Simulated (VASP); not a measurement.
# AlRu (Pm-3m) in VASP: notebook

The runs below take AlRu through single point, with PBEsol.

All numbers are computed with VASP 6.6.1; they aren't measurements. Logs are shortened: lines on timing, memory, paths and dates and some standing lists are left out, and cuts for length are marked.

### Step 1. The cell of the first run

It takes space group Pm-3m (No. 221, cubic). The conventional cell has a = 2.992 Å, b = 2.992 Å, c = 2.992 Å, α = 90.00°, β = 90.00°, γ = 90.00°. Al (site symmetry m-3m) has 8 Ru at 2.59 Å and 6 Al at 2.99 Å within 3.4 Å. Ru (site symmetry m-3m) has 8 Al at 2.59 Å and 6 Ru at 2.99 Å within 3.4 Å.

### Step 2. Single point, PBEsol

INCAR

```
SYSTEM = AlRu
  PREC = Accurate
  ENCUT = 520
  EDIFF = 1E-6
  ISMEAR = 0
  SIGMA = 0.15
  LREAL = .FALSE.
  LASPH = .TRUE.
  NELM = 80
  ALGO = Normal
  ISIF = 2
  LWAVE = .FALSE.
  LCHARG = .FALSE.
  GGA = PS
  NBANDS = 16
```

KPOINTS

```
regular mesh
0
G
  16 16 16
  0 0 0
```

POSCAR

```
AlRu
1.0
    2.9916000000      0.0000000000      0.0000000000
    0.0000000000      2.9916000000      0.0000000000
    0.0000000000      0.0000000000      2.9916000000
Al Ru
1 1
Direct
    0.0000000000      0.0000000000      0.0000000000
    0.5000000000      0.5000000000      0.5000000000
```

Potentials or basis: VASP PAW PBE potentials, release 64 (Al, Ru_pv).

Started as:

```
cat potpaw_PBE.64/Al/POTCAR potpaw_PBE.64/Ru_pv/POTCAR > POTCAR
mpirun -np 1 vasp_std > vasp.out
```

OUTCAR:

```text
SYSTEM = AlRu
   PREC = Accurate
   ENCUT = 520
   EDIFF = 1E-6
   ISMEAR = 0
   LREAL = .FALSE.
   LASPH = .TRUE.
   NELM = 80
   ISIF = 2
   GGA = PS

 ion  position               nearest neighbor table
   1  0.000  0.000  0.000-   2 2.59   2 2.59   2 2.59   2 2.59   2 2.59   2 2.59   2 2.59   2 2.59

   2  0.500  0.500  0.500-   1 2.59   1 2.59   1 2.59   1 2.59   1 2.59   1 2.59   1 2.59   1 2.59

  LATTYP: Found a simple cubic cell.
 ALAT       =     2.9916000000

  Lattice vectors:

 A1 = (   2.9916000000,   0.0000000000,   0.0000000000)
 A2 = (   0.0000000000,   2.9916000000,   0.0000000000)
 A3 = (   0.0000000000,   0.0000000000,   2.9916000000)

Analysis of symmetry for initial positions (statically):
=====================================================================
 Subroutine PRICEL returns:
 Original cell was already a primitive cell.

 Routine SETGRP: Setting up the symmetry group for a
 simple cubic supercell.

 Subroutine GETGRP returns: Found 48 space group operations
 (whereof 48 operations were pure point group operations)
 out of a pool of 48 trial point group operations.

The static configuration has the point symmetry O_h .

Analysis of symmetry for dynamics (positions and initial velocities):
=====================================================================
 Subroutine PRICEL returns:
 Original cell was already a primitive cell.

 Routine SETGRP: Setting up the symmetry group for a
 simple cubic supercell.

 Subroutine GETGRP returns: Found 48 space group operations
 (whereof 48 operations were pure point group operations)
 out of a pool of 48 trial point group operations.

The dynamic configuration has the point symmetry O_h .

 Subroutine INISYM returns: Found 48 space group operations
 (whereof 48 operations are pure point group operations),
 and found     1 'primitive' translations

----------------------------------------------------------------------------------------

                                     Primitive cell

  volume of cell :      26.7738

  direct lattice vectors                    reciprocal lattice vectors
     2.991600000  0.000000000  0.000000000     0.334269287  0.000000000  0.000000000
     0.000000000  2.991600000  0.000000000     0.000000000  0.334269287  0.000000000
     0.000000000  0.000000000  2.991600000     0.000000000  0.000000000  0.334269287

  length of vectors
     2.991600000  2.991600000  2.991600000     0.334269287  0.334269287  0.334269287

  position of ions in fractional coordinates (direct lattice)
[... 8 lines left out ...]
----------------------------------------------------------------------------------------

 KPOINTS: regular mesh

Automatic generation of k-mesh.
 Grid dimensions read from file:
 generate k-points for:   16   16   16

 Generating k-lattice:

  Cartesian coordinates                     Fractional coordinates (reciprocal lattice)
     0.020891830  0.000000000  0.000000000     0.062500000  0.000000000  0.000000000
     0.000000000  0.020891830  0.000000000     0.000000000  0.062500000  0.000000000
     0.000000000  0.000000000  0.020891830     0.000000000  0.000000000  0.062500000

  Length of vectors
     0.020891830  0.020891830  0.020891830

  Shift w.r.t. Gamma in fractional coordinates (k-lattice)
     0.000000000  0.000000000  0.000000000

 Subroutine IBZKPT returns following result:
 ===========================================

 Found    165 irreducible k-points:

 Following reciprocal coordinates:
            Coordinates               Weight
  0.000000  0.000000  0.000000      1.000000
  0.062500  0.000000  0.000000      6.000000
  0.125000  0.000000  0.000000      6.000000
  0.187500  0.000000  0.000000      6.000000
  0.250000  0.000000  0.000000      6.000000
  0.312500  0.000000  0.000000      6.000000
[... 16 lines left out ...]
  0.437500  0.125000  0.000000     24.000000
  0.500000  0.125000  0.000000     12.000000
 [... further k-points ...]
   k-points           NKPTS =    165   k-points in BZ     NKDIM =    165   number of bands    NBANDS=     16
   number of dos      NEDOS =    301   number of ions     NIONS =      2
   total plane-waves  NPLWV =  13824
   dimension x,y,z NGX =    24 NGY =   24 NGZ =   24
   dimension x,y,z NGXF=    48 NGYF=   48 NGZF=   48
   ions per type =               1   1
   NGX,Y,Z   is equivalent  to a cutoff of  13.34, 13.34, 13.34 a.u.
   NGXF,Y,Z  is equivalent  to a cutoff of  26.67, 26.67, 26.67 a.u.
 SYSTEM =  AlRu
   PREC   = accura    normal or accurate (medium, high low for compatibility)
   ISTART =      0    job   : 0-new  1-cont  2-samecut
   ICHARG =      2    charge: 1-file 2-atom 10-const
   ISPIN  =      1    spin polarized calculation?
   LNONCOLLINEAR =      F non collinear calculations
   LSORBIT =      F    spin-orbit coupling
   LASPH  =      T    aspherical Exc in radial PAW
   ENCUT  =  520.0 eV  38.22 Ry    6.18 a.u.   5.56  5.56  5.56*2*pi/ulx,y,z
   NELM   =     80;   NELMIN=  2; NELMDL= -5     # of ELM steps
   EDIFF  = 0.1E-05   stopping-criterion for ELM
   LREAL  =      F    real-space projection
[... 7 lines left out ...]
   TEBEG  =    0.0;   TEEND  =   0.0 temperature during run
   PSTRESS=    0.0 pullay stress
   NELECT =      17.0000    total number of electrons
   NUPDOWN=      -1.0000    fix difference up-down
   EMIN   =  10.00;   EMAX   =-10.00  energy-range for DOS
   EFERMI =   0.00;   METHOD = LEGACY
   ISMEAR =     0;   SIGMA  =   0.15  broadening in eV -4-tet -1-fermi 0-gaus
   EFERMI_NEDOS =   21; number of points for ismear=-14 and -15
   IALGO  =     38    algorithm
   IMIX   =      4    mixing-type and parameters
     AMIX     =   0.40;   BMIX     =  1.00
     AMIX_MAG =   1.60;   BMIX_MAG =  1.00
  volume/ion in A,a.u.               =      13.39        90.34
  Fermi-wavevector in a.u.,A,eV,Ry     =   1.407087  2.659009 26.938090  1.979894
  Thomas-Fermi vector in A             =   2.529382
   LORBIT       =      0    0 simple, 1 ext, 2 COOP (PROOUT), +10 PAW based schemes
   GGA     = PS    functional components
   LHFCALC =     F    Hartree Fock is set to
   AEXX    =    0.0000 exact exchange contribution
   IVDW    =     0    specifies the selected vdW correction
   LEPSILON=     F    determine dielectric tensor
   LRPA    =     F    only Hartree local field effects (RPA)
 non-spin polarized calculation
 Gauss-broadening in eV      SIGMA  =   0.15
  energy-cutoff  :      520.00
  volume of cell :       26.77
 maximum number of plane-waves:       739
 NGX is ok and might be reduce to    24
   NGX = 11   NGY = 11   NGZ = 11

 number of electron      16.9999995 magnetization

 Free energy of the ion-electron system (eV)
  ---------------------------------------------------
  ext. energy  EPLUGINS =         0.00000000
  ---------------------------------------------------
  free energy    TOTEN  =       -15.52320481 eV

  energy without entropy =      -15.50412839  energy(sigma->0) =      -15.51366660

 E-fermi :  10.6146     XC(G=0): -12.6869

 val. band max:       10.6100069167   @ k =   0.2500   0.1250   0.0000
 cond. band min:      10.6202597777   @ k =   0.3750   0.1250   0.0625
 fundamental gap:      0.0102528610
 Fermi energy:        10.6146100466

 k-point     1 :       0.0000    0.0000    0.0000
  band No.  band energies     occupation
      1     -31.1135      2.00000
      2     -31.1135      2.00000
      3     -31.1135      2.00000
      4       0.9134      2.00000
      5       7.0052      2.00000
      6       7.0052      2.00000
[... 8 lines left out ...]
     15      22.5988      0.00000
     16      25.6742      0.00000

 k-point     2 :       0.0625    0.0000    0.0000
  band No.  band energies     occupation
      1     -31.1217      2.00000
      2     -31.1129      2.00000
      3     -31.1129      2.00000
      4       0.9887      2.00000
      5       7.0317      2.00000
      6       7.0323      2.00000
[... 8 lines left out ...]
     15      22.5994      0.00000
     16      25.9091      0.00000

 k-point     3 :       0.1250    0.0000    0.0000
  band No.  band energies     occupation
      1     -31.1448      2.00000
      2     -31.1109      2.00000
      3     -31.1109      2.00000
      4       1.2120      2.00000
      5       7.0974      2.00000
      6       7.1085      2.00000
[... 8 lines left out ...]
     15      22.6067      0.00000
     16      26.6502      0.00000

 k-point     4 :       0.1875    0.0000    0.0000
  band No.  band energies     occupation
      1     -31.1792      2.00000
      2     -31.1080      2.00000
      3     -31.1080      2.00000
      4       1.5754      2.00000
      5       7.1495      2.00000
      6       7.2275      2.00000
[... 8 lines left out ...]
     15      23.0279      0.00000
     16      27.8920      0.00000

 k-point     5 :       0.2500    0.0000    0.0000
  band No.  band energies     occupation
      1     -31.2196      2.00000
      2     -31.1045      2.00000
      3     -31.1045      2.00000
      4       2.0666      2.00000
      5       7.1025      2.00000
      6       7.3750      2.00000
[... 8 lines left out ...]
     15      23.3957      0.00000
     16      27.0668      0.00000

 k-point     6 :       0.3125    0.0000    0.0000
  band No.  band energies     occupation
      1     -31.2598      2.00000
      2     -31.1011      2.00000
      3     -31.1011      2.00000
      4       2.6691      2.00000
      5       6.8601      2.00000
      6       7.5312      2.00000
[... 8 lines left out ...]
     15      23.6432      0.00000
     16      25.9241      0.00000
[... 267 lines left out ...]
 k-point    21 :       0.3125    0.1250    0.0000
  band No.  band energies     occupation
      1     -31.2563      2.00000
      2     -31.1314      2.00000
      3     -31.0985      2.00000
      4       2.9156      2.00000
      5       6.9361      2.00000
      6       7.6556      2.00000
[... 8 lines left out ...]
     15      24.6744      0.00000
     16      24.9725      0.00000

 k-point    22 :       0.3750    0.1250    0.0000
  band No.  band energies     occupation
      1     -31.2900      2.00000
      2     -31.1283      2.00000
      3     -31.0955      2.00000
      4       3.5822      2.00000
      5       6.4409      2.00000
      6       7.8087      2.00000
[... 8 lines left out ...]
     15      23.5769      0.00000
     16      24.7057      0.00000

 k-point    23 :       0.4375    0.1250    0.0000
  band No.  band energies     occupation
      1     -31.3124      2.00000
      2     -31.1262      2.00000
      3     -31.0936      2.00000
      4       4.3075      2.00000
      5       5.7892      2.00000
      6       7.9249      2.00000
[... 8 lines left out ...]
     15      22.6157      0.00000
     16      23.7104      0.00000

 k-point    24 :       0.5000    0.1250    0.0000
  band No.  band energies     occupation
      1     -31.3202      2.00000
      2     -31.1255      2.00000
      3     -31.0929      2.00000
      4       5.0578      2.00000
      5       5.0583      2.00000
      6       7.9698      2.00000
[... 8 lines left out ...]
     15      22.6024      0.00000
     16      23.0153      0.00000

 [... further k-points ...]

------------------------ aborting loop because EDIFF is reached ----------------------------------------

  FORCE on cell =-STRESS in cart. coord.  units (eV):
  Direction    XX          YY          ZZ          XY          YZ          ZX
  --------------------------------------------------------------------------------------
  -------------------------------------------------------------------------------------
  Total       -0.5301337     -0.5301337     -0.5301337      0.0000000     -0.0000000      0.0000000
  in kB      -31.7238139    -31.7238139    -31.7238139      0.0000000     -0.0000000      0.0000000
  external PRESSURE =     -31.7238139 kB  Pullay stress =       0.0000000 kB

 VOLUME and BASIS-vectors are now :
 -----------------------------------------------------------------------------
  energy-cutoff  :      520.00
  volume of cell :       26.77
      direct lattice vectors                 reciprocal lattice vectors
     2.991600000  0.000000000  0.000000000     0.334269287  0.000000000  0.000000000
     0.000000000  2.991600000  0.000000000     0.000000000  0.334269287  0.000000000
     0.000000000  0.000000000  2.991600000     0.000000000  0.000000000  0.334269287

 POSITION                                       TOTAL-FORCE (eV/Angst)
 -----------------------------------------------------------------------------------
      0.00000      0.00000      0.00000         0.000000      0.000000      0.000000
      1.49580      1.49580      1.49580         0.000000      0.000000      0.000000
 -----------------------------------------------------------------------------------
    total drift:                                0.000000     -0.000000     -0.000000

  FREE ENERGIE OF THE ION-ELECTRON SYSTEM (eV)
  ---------------------------------------------------
  free  energy   TOTEN  =       -15.5232048081 eV

  energy  without entropy=      -15.5041283884  energy(sigma->0) =      -15.51366660
```

It took 33 s on 1 thread of AMD EPYC 9R14 (Zen 4), shared host; peak memory 0.16 GiB.

What came out:

| Item | Value |
| --- | --- |
| Free energy | -15.5232 eV |
| Pressure | -3.2 GPa |

Levels at points of the mesh, in eV from the Fermi level:
| k point | band 5 | band 6 | band 7 | band 8 | band 9 | band 10 | band 11 | band 12 | band 13 | band 14 |
| --- | --- | --- | --- | --- | --- | --- | --- | --- | --- | --- |
| (0.00, 0.00, 0.00) | -3.61 | -3.61 | 0.17 | 0.17 | 0.17 | 6.05 | 6.05 | 6.05 | 10.98 | 10.98 |
| (0.50, 0.00, 0.00) | -5.49 | -2.81 | -1.62 | -1.62 | 0.43 | 2.26 | 7.43 | 10.98 | 10.98 | 11.99 |
| (0.50, 0.50, 0.00) | -3.11 | -1.38 | -1.38 | -1.18 | -1.18 | 1.51 | 5.26 | 6.26 | 10.58 | 11.99 |
| (0.50, 0.50, 0.50) | -4.65 | -4.65 | 1.60 | 1.60 | 2.59 | 4.08 | 4.08 | 4.08 | 8.56 | 8.56 |

Caveat: the PAW data sets were made with another functional, which shifts forces and pressure a little.

### Step 3. Single point, PBEsol

INCAR

```
PREC = Accurate ; ENCUT = 520
EDIFF = 1E-6 ; ISMEAR = 0
SIGMA = 0.15 ; LREAL = F
LASPH = T ; NELM = 60
ALGO = Normal ; ISIF = 2
LWAVE = F ; LCHARG = F
GGA = PS ; NBANDS = 16
```

KPOINTS

```
Automatic mesh
0
Gamma
  18 18 18
```

POSCAR is that of step 2.

Potentials or basis: VASP PAW PBE potentials, release 64 (Al, Ru_pv).

Started as:

```
cat potpaw_PBE.64/Al/POTCAR potpaw_PBE.64/Ru_pv/POTCAR > POTCAR
mpirun -np 1 vasp_std > vasp.out
```

Wall time 46 s (1 thread of AMD EPYC 9R14 (Zen 4), shared host); peak memory 0.18 GiB.

Results (log left out):

* Free energy: -15.5259 eV
* Pressure: -3.2 GPa

Levels at points of the mesh, in eV from the Fermi level:
```csv
k point,band 7,band 8,band 9,band 10,band 11,band 12
"(0.00, 0.00, 0.00)",0.19,0.19,0.19,6.07,6.07,6.07
"(0.50, 0.00, 0.00)",-1.60,-1.60,0.44,2.28,7.45,11.00
"(0.50, 0.50, 0.00)",-1.37,-1.17,-1.17,1.53,5.27,6.28
"(0.50, 0.50, 0.50)",1.62,1.62,2.60,4.10,4.10,4.10
```

Caveat: the PAW data sets were made with another functional, which shifts forces and pressure a little.
